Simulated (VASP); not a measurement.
# ZnS (F-43m) in VASP: further runs

The runs below take ZnS through single point, with PBE.

Everything below comes from runs of VASP 6.6.1. Logs are shortened: lines on timing, memory, paths and dates and some standing lists are left out, and cuts for length are marked.

**Experimental background.**

From “Electronic, vibrational, and thermodynamic properties of ZnS (zincblende and rocksalt structure)”, 2009, arxiv:0911.5022, for a bulk crystal of ZnS at 19 K: band gap 3.85 eV (direct).

The results are compared with them further down.

## Step 1: The cell of the first run

The structure is cubic, space group F-43m (No. 216). Conventional cell: a = 5.404 Å, b = 5.404 Å, c = 5.404 Å, α = 90.00°, β = 90.00°, γ = 90.00°. Within 3.1 Å of Zn (site symmetry -43m) lie 4 S at 2.34 Å. Within 3.1 Å of S (site symmetry -43m) lie 4 Zn at 2.34 Å.

## Step 2: Single point, PBE

Input file INCAR:

```
PREC = Accurate
ENCUT = 520
EDIFF = 1E-7
ISMEAR = 0
SIGMA = 0.01
LREAL = F
LASPH = T
NELM = 80
ALGO = Normal
ISIF = 2
LWAVE = F
LCHARG = F
GGA = PE
NBANDS = 16
```

Input file KPOINTS:

```
Automatic mesh
0
Gamma
  4 4 4
```

Input file POSCAR:

```
ZnS
1.0
    0.0000000000      2.7020000000      2.7020000000
    2.7020000000      0.0000000000      2.7020000000
    2.7020000000      2.7020000000      0.0000000000
Zn S
1 1
Direct
    0.2500000000      0.2500000000      0.2500000000
    0.0000000000      0.0000000000      0.0000000000
```

Potentials or basis: VASP PAW PBE potentials, release 64 (Zn, S).

Command:

```sh
$ cat potpaw_PBE.64/Zn/POTCAR potpaw_PBE.64/S/POTCAR > POTCAR
$ mpirun -np 1 vasp_std > vasp.out
```

OUTCAR:

```text
PREC = Accurate
   ENCUT = 520
   EDIFF = 1E-7
   ISMEAR = 0
   LREAL = F
   LASPH = T
   NELM = 80
   ISIF = 2
   GGA = PE

 ion  position               nearest neighbor table
   1  0.250  0.250  0.250-   2 2.34   2 2.34   2 2.34   2 2.34
   2  0.000  0.000  0.000-   1 2.34   1 2.34   1 2.34   1 2.34

  LATTYP: Found a face centered cubic cell.
 ALAT       =     5.4040000000

  Lattice vectors:

 A1 = (   0.0000000000,   2.7020000000,   2.7020000000)
 A2 = (   2.7020000000,   0.0000000000,   2.7020000000)
 A3 = (   2.7020000000,   2.7020000000,   0.0000000000)

Analysis of symmetry for initial positions (statically):
=====================================================================
 Subroutine PRICEL returns:
 Original cell was already a primitive cell.

 Routine SETGRP: Setting up the symmetry group for a
 face centered cubic supercell.

 Subroutine GETGRP returns: Found 24 space group operations
 (whereof 24 operations were pure point group operations)
 out of a pool of 48 trial point group operations.

The static configuration has the point symmetry T_d .

Analysis of symmetry for dynamics (positions and initial velocities):
=====================================================================
 Subroutine PRICEL returns:
 Original cell was already a primitive cell.

 Routine SETGRP: Setting up the symmetry group for a
 face centered cubic supercell.

 Subroutine GETGRP returns: Found 24 space group operations
 (whereof 24 operations were pure point group operations)
 out of a pool of 48 trial point group operations.

The dynamic configuration has the point symmetry T_d .

 Subroutine INISYM returns: Found 24 space group operations
 (whereof 24 operations are pure point group operations),
 and found     1 'primitive' translations

----------------------------------------------------------------------------------------

                                     Primitive cell

  volume of cell :      39.4535

  direct lattice vectors                    reciprocal lattice vectors
     0.000000000  2.702000000  2.702000000    -0.185048113  0.185048113  0.185048113
     2.702000000  0.000000000  2.702000000     0.185048113 -0.185048113  0.185048113
     2.702000000  2.702000000  0.000000000     0.185048113  0.185048113 -0.185048113

  length of vectors
     3.821205046  3.821205046  3.821205046     0.320512733  0.320512733  0.320512733

  position of ions in fractional coordinates (direct lattice)
     0.250000000  0.250000000  0.250000000
     0.000000000  0.000000000  0.000000000

  ion indices of the primitive-cell ions
   primitive index   ion index
                 1           1
                 2           2

----------------------------------------------------------------------------------------

 KPOINTS: Automatic mesh

Automatic generation of k-mesh.
 Grid dimensions read from file:
 generate k-points for:    4    4    4

 Generating k-lattice:

  Cartesian coordinates                     Fractional coordinates (reciprocal lattice)
    -0.046262028  0.046262028  0.046262028     0.250000000  0.000000000  0.000000000
     0.046262028 -0.046262028  0.046262028     0.000000000  0.250000000  0.000000000
     0.046262028  0.046262028 -0.046262028     0.000000000  0.000000000  0.250000000

  Length of vectors
     0.080128183  0.080128183  0.080128183

  Shift w.r.t. Gamma in fractional coordinates (k-lattice)
     0.000000000  0.000000000  0.000000000

 Subroutine IBZKPT returns following result:
 ===========================================

 Found      8 irreducible k-points:

 Following reciprocal coordinates:
            Coordinates               Weight
  0.000000  0.000000  0.000000      1.000000
  0.250000  0.000000  0.000000      8.000000
  0.500000  0.000000  0.000000      4.000000
  0.250000  0.250000  0.000000      6.000000
  0.500000  0.250000  0.000000     24.000000
 -0.250000  0.250000  0.000000     12.000000
  0.500000  0.500000  0.000000      3.000000
 -0.250000  0.500000  0.250000      6.000000
   k-points           NKPTS =      8   k-points in BZ     NKDIM =      8   number of bands    NBANDS=     16
   number of dos      NEDOS =    301   number of ions     NIONS =      2
   total plane-waves  NPLWV =  21952
   dimension x,y,z NGX =    28 NGY =   28 NGZ =   28
   dimension x,y,z NGXF=    56 NGYF=   56 NGZF=   56
   ions per type =               1   1
   NGX,Y,Z   is equivalent  to a cutoff of  12.18, 12.18, 12.18 a.u.
   NGXF,Y,Z  is equivalent  to a cutoff of  24.36, 24.36, 24.36 a.u.
 SYSTEM =  unknown system
   PREC   = accura    normal or accurate (medium, high low for compatibility)
   ISTART =      0    job   : 0-new  1-cont  2-samecut
   ICHARG =      2    charge: 1-file 2-atom 10-const
   ISPIN  =      1    spin polarized calculation?
   LNONCOLLINEAR =      F non collinear calculations
   LSORBIT =      F    spin-orbit coupling
   LASPH  =      T    aspherical Exc in radial PAW
   ENCUT  =  520.0 eV  38.22 Ry    6.18 a.u.   7.10  7.10  7.10*2*pi/ulx,y,z
   NELM   =     80;   NELMIN=  2; NELMDL= -5     # of ELM steps
   EDIFF  = 0.1E-06   stopping-criterion for ELM
   LREAL  =      F    real-space projection
   EDIFFG = 0.1E-05   stopping-criterion for IOM
   NSW    =      0    number of steps for IOM
   IBRION =     -1    ionic relax: 0-MD 1-quasi-New 2-CG
   NFREE  =      0    steps in history (QN), initial steepest desc. (CG)
   ISIF   =      2    stress and relaxation
   ISYM   =      2    0-nonsym 1-usesym 2-fastsym
   POTIM  = 0.5000    time-step for ionic-motion
   TEBEG  =    0.0;   TEEND  =   0.0 temperature during run
   PSTRESS=    0.0 pullay stress
   NELECT =      18.0000    total number of electrons
   NUPDOWN=      -1.0000    fix difference up-down
   EMIN   =  10.00;   EMAX   =-10.00  energy-range for DOS
   EFERMI =   0.00;   METHOD = LEGACY
   ISMEAR =     0;   SIGMA  =   0.01  broadening in eV -4-tet -1-fermi 0-gaus
   EFERMI_NEDOS =   21; number of points for ismear=-14 and -15
   IALGO  =     38    algorithm
   IMIX   =      4    mixing-type and parameters
     AMIX     =   0.40;   BMIX     =  1.00
     AMIX_MAG =   1.60;   BMIX_MAG =  1.00
  volume/ion in A,a.u.               =      19.73       133.12
  Fermi-wavevector in a.u.,A,eV,Ry     =   1.260290  2.381602 21.610537  1.588330
  Thomas-Fermi vector in A             =   2.393807
   LORBIT       =      0    0 simple, 1 ext, 2 COOP (PROOUT), +10 PAW based schemes
   GGA     = PE    functional components
   LHFCALC =     F    Hartree Fock is set to
   AEXX    =    0.0000 exact exchange contribution
   IVDW    =     0    specifies the selected vdW correction
   LEPSILON=     F    determine dielectric tensor
   LRPA    =     F    only Hartree local field effects (RPA)
 non-spin polarized calculation
 Gauss-broadening in eV      SIGMA  =   0.01
  energy-cutoff  :      520.00
  volume of cell :       39.45
 maximum number of plane-waves:      1068
   NGX = 15   NGY = 15   NGZ = 15

 number of electron      18.0000000 magnetization

 Free energy of the ion-electron system (eV)
  ---------------------------------------------------
  ext. energy  EPLUGINS =         0.00000000
  ---------------------------------------------------
  free energy    TOTEN  =        -6.80042253 eV

  energy without entropy =       -6.80042253  energy(sigma->0) =       -6.80042253

 E-fermi :   2.2106     XC(G=0):  -9.6192

 val. band max:        2.1321613018   @ k =   0.0000   0.0000   0.0000
 cond. band min:       4.2371247435   @ k =   0.0000   0.0000   0.0000
 fundamental gap:      2.1049634417
 Fermi energy:         2.2106368236

 k-point     1 :       0.0000    0.0000    0.0000
  band No.  band energies     occupation
      1     -11.0069      2.00000
      2      -4.2284      2.00000
      3      -4.2284      2.00000
      4      -4.2284      2.00000
      5      -3.7332      2.00000
      6      -3.7332      2.00000
[... 8 lines left out ...]
     15      13.8827      0.00000
     16      13.9917      0.00000

 k-point     2 :       0.2500    0.0000    0.0000
  band No.  band energies     occupation
      1     -10.5839      2.00000
      2      -4.1792      2.00000
      3      -4.1615      2.00000
      4      -4.1615      2.00000
      5      -3.7316      2.00000
      6      -3.7316      2.00000
[... 8 lines left out ...]
     15      13.0912      0.00000
     16      14.3283      0.00000

 k-point     3 :       0.5000    0.0000    0.0000
  band No.  band energies     occupation
      1     -10.0768      2.00000
      2      -4.1139      2.00000
      3      -4.1139      2.00000
      4      -3.7028      2.00000
      5      -3.7028      2.00000
      6      -3.5292      2.00000
[... 8 lines left out ...]
     15      15.5308      0.00000
     16      15.5308      0.00000

 k-point     4 :       0.2500    0.2500    0.0000
  band No.  band energies     occupation
      1     -10.4423      2.00000
      2      -4.2760      2.00000
      3      -4.0823      2.00000
      4      -4.0823      2.00000
      5      -3.7726      2.00000
      6      -3.6955      2.00000
[... 8 lines left out ...]
     15      14.6532      0.00000
     16      17.9207      0.00000

 k-point     5 :       0.5000    0.2500    0.0000
  band No.  band energies     occupation
      1      -9.9323      2.00000
      2      -4.1449      2.00000
      3      -4.0027      2.00000
      4      -3.8904      2.00000
      5      -3.6896      2.00000
      6      -3.5667      2.00000
[... 8 lines left out ...]
     15      15.6510      0.00000
     16      16.9771      0.00000

 k-point     6 :      -0.2500    0.2500    0.0000
  band No.  band energies     occupation
      1     -10.1034      2.00000
      2      -4.1054      2.00000
      3      -4.0717      2.00000
      4      -3.9472      2.00000
      5      -3.7480      2.00000
      6      -3.6711      2.00000
[... 8 lines left out ...]
     15      15.3841      0.00000
     16      16.7611      0.00000

 k-point     7 :       0.5000    0.5000    0.0000
  band No.  band energies     occupation
      1      -9.7636      2.00000
      2      -4.2537      2.00000
      3      -3.8865      2.00000
      4      -3.8865      2.00000
      5      -3.6579      2.00000
      6      -3.5153      2.00000
[... 8 lines left out ...]
     15      15.8400      0.00000
     16      16.6674      0.00000

 k-point     8 :      -0.2500    0.5000    0.2500
  band No.  band energies     occupation
      1      -9.7577      2.00000
      2      -4.0958      2.00000
      3      -3.9480      2.00000
      4      -3.7907      2.00000
      5      -3.7702      2.00000
      6      -3.3318      2.00000
[... 8 lines left out ...]
     15      16.0509      0.00000
     16      17.0067      0.00000

------------------------ aborting loop because EDIFF is reached ----------------------------------------

  FORCE on cell =-STRESS in cart. coord.  units (eV):
  Direction    XX          YY          ZZ          XY          YZ          ZX
  --------------------------------------------------------------------------------------
  -------------------------------------------------------------------------------------
  Total        0.5084122      0.5084122      0.5084122      0.0000000      0.0000000      0.0000000
  in kB       20.6462185     20.6462185     20.6462185      0.0000000      0.0000000      0.0000000
  external PRESSURE =      20.6462185 kB  Pullay stress =       0.0000000 kB

 VOLUME and BASIS-vectors are now :
 -----------------------------------------------------------------------------
  energy-cutoff  :      520.00
  volume of cell :       39.45
      direct lattice vectors                 reciprocal lattice vectors
     0.000000000  2.702000000  2.702000000    -0.185048113  0.185048113  0.185048113
     2.702000000  0.000000000  2.702000000     0.185048113 -0.185048113  0.185048113
     2.702000000  2.702000000  0.000000000     0.185048113  0.185048113 -0.185048113

 POSITION                                       TOTAL-FORCE (eV/Angst)
 -----------------------------------------------------------------------------------
      1.35100      1.35100      1.35100         0.000000      0.000000      0.000000
      0.00000      0.00000      0.00000        -0.000000     -0.000000     -0.000000
 -----------------------------------------------------------------------------------
    total drift:                               -0.000001     -0.000001     -0.000001

  FREE ENERGIE OF THE ION-ELECTRON SYSTEM (eV)
  ---------------------------------------------------
  free  energy   TOTEN  =        -6.8004225321 eV

  energy  without entropy=       -6.8004225321  energy(sigma->0) =       -6.80042253
```

Run time: 10 s. Hardware: 1 thread of Intel Xeon 8259CL, shared host; peak memory 0.15 GiB.

Results:

```
Free energy            : -6.8004 eV
Pressure               : 2.1 GPa
Band gap on the k mesh : 2.10 eV, direct
```

Caveat: the k points lie up to 0.50 Å⁻¹ apart.

## Step 3: Single point, PBE

Input file INCAR:

```
PREC = Accurate ; ENCUT = 520
EDIFF = 1E-7 ; ISMEAR = 0
SIGMA = 0.01 ; LREAL = False
LASPH = True ; NELM = 100
ALGO = Normal ; ISIF = 2
LWAVE = False ; LCHARG = True
GGA = PE ; LELF = True
LVHAR = True ; NBANDS = 16
```

Input file KPOINTS:

```
Automatic mesh
0
Gamma
  5 5 5
```

POSCAR is that of step 2.

Potentials or basis: VASP PAW PBE potentials, release 64 (Zn, S).

Command:

```sh
$ cat potpaw_PBE.64/Zn/POTCAR potpaw_PBE.64/S/POTCAR > POTCAR
$ mpirun -np 1 vasp_std > vasp.out
```

It took 14 s on 1 thread of Intel Xeon 8259CL, shared host; peak memory 0.15 GiB.

It converged, with:

| Item | Value |
| --- | --- |
| Free energy | -6.8358 eV |
| Pressure | 1.8 GPa |
| Band gap on the k mesh | 2.11 eV, direct |

Levels at points of the mesh, in eV from the valence-band top:
| k point | band 7 | band 8 | band 9 | band 10 | band 11 | band 12 |
| --- | --- | --- | --- | --- | --- | --- |
| (0.00, 0.00, 0.00) | 0.00 | 0.00 | 0.00 | 2.11 | 6.39 | 6.39 |

## Step 4: Single point, PBE

Input file INCAR:

```
PREC = Accurate ; ENCUT = 520
EDIFF = 1E-6 ; ISMEAR = 0
SIGMA = 0.01 ; LREAL = False
LASPH = True ; NELM = 80
ALGO = Normal ; ISIF = 2
LWAVE = False ; LCHARG = False
GGA = PE ; NBANDS = 16
```

Input file KPOINTS:

```
Automatic mesh
0
Gamma
  7 7 7
```

POSCAR is that of step 3.

Command:

```sh
$ cat potpaw_PBE.64/Zn/POTCAR potpaw_PBE.64/S/POTCAR > POTCAR
$ mpirun -np 1 vasp_std > vasp.out
```

It took 18 s on 1 thread of Intel Xeon 8259CL, shared host; peak memory 0.16 GiB.

Results (log left out):

| Property | Result |
| --- | --- |
| Free energy | -6.8464 eV |
| Pressure | 1.8 GPa |
| Band gap on the k mesh | 2.11 eV, direct |

Levels at points of the mesh, in eV from the valence-band top:
```tsv
k point	band 5	band 6	band 7	band 8	band 9	band 10	band 11	band 12	band 13	band 14
(0.00, 0.00, 0.00)	-5.84	-5.84	0.00	0.00	0.00	2.11	6.40	6.40	6.40	11.76
```

## Step 5: Single point, PBE

Input file INCAR:

```
PREC = Accurate
ENCUT = 520
EDIFF = 1E-7
ISMEAR = 0
SIGMA = 0.01
LREAL = False
LASPH = True
NELM = 100
ALGO = Normal
ISIF = 2
LWAVE = False
LCHARG = False
GGA = PE
NBANDS = 16
```

Input file KPOINTS:

```
regular mesh
0
Gamma
  6 6 6
```

POSCAR is that of step 4.

Command:

```sh
$ cat potpaw_PBE.64/Zn/POTCAR potpaw_PBE.64/S/POTCAR > POTCAR
$ mpirun -np 1 vasp_std > vasp.out
```

Wall time 12 s (1 thread of Intel Xeon 6975P-C, shared host); peak memory 0.15 GiB.

It converged, with:

```yaml
Free_energy: -6.8442 eV
Pressure: 1.8 GPa
Band_gap_on_the_k_mesh: 2.11 eV, direct
```

Levels at points of the mesh, in eV from the valence-band top:
| k point | band 6 | band 7 | band 8 | band 9 | band 10 | band 11 | band 12 | band 13 |
| --- | --- | --- | --- | --- | --- | --- | --- | --- |
| (0.00, 0.00, 0.00) | -5.84 | 0.00 | 0.00 | 0.00 | 2.11 | 6.39 | 6.39 | 6.39 |
| (0.50, 0.00, 0.00) | -5.64 | -5.29 | -0.87 | -0.87 | 3.31 | 6.93 | 6.93 | 8.88 |
| (0.50, 0.50, 0.00) | -5.63 | -4.56 | -2.22 | -2.22 | 3.41 | 4.07 | 10.98 | 11.97 |

## Step 6: Summary

```tsv
k mesh	gap on the mesh (eV)	pressure (GPa)
4 × 4 × 4	2.10	2.1
5 × 5 × 5	2.11	1.8
7 × 7 × 7	2.11	1.8
6 × 6 × 6	2.11	1.8
```

Alike in all rows: task single point; level PBE; potentials or basis VASP PAW PBE potentials, release 64 (Zn, S); no spin polarisation; cell as given; cutoff (eV) 520; smearing gaussian 0.01 eV.

Caveats: some runs use coarse meshes.

Absolute energies hang on the potentials; compare differences alone.

## Step 7: Against experiment

Step 3. Against the measured gap of ZnS, 3.85 eV (direct; 19 K; quoted in “Electronic, vibrational, and thermodynamic properties of ZnS (zincblende and rocksalt structure)”, 2009, arxiv:0911.5022), the calculated 2.11 eV is off by -1.74 eV. The value is that of PBE, without temperature or zero-point motion. Semilocal functionals fall short of measured gaps as a rule.

Step 4. Against the measured gap of ZnS, 3.85 eV (direct; 19 K; quoted in “Electronic, vibrational, and thermodynamic properties of ZnS (zincblende and rocksalt structure)”, 2009, arxiv:0911.5022), the calculated 2.11 eV is off by -1.74 eV. The value is that of PBE, without temperature or zero-point motion. Semilocal functionals fall short of measured gaps as a rule.

Step 5. Against the measured gap of ZnS, 3.85 eV (direct; 19 K; quoted in “Electronic, vibrational, and thermodynamic properties of ZnS (zincblende and rocksalt structure)”, 2009, arxiv:0911.5022), the calculated 2.11 eV is off by -1.74 eV. The value is that of PBE, without temperature or zero-point motion. Semilocal functionals fall short of measured gaps as a rule.
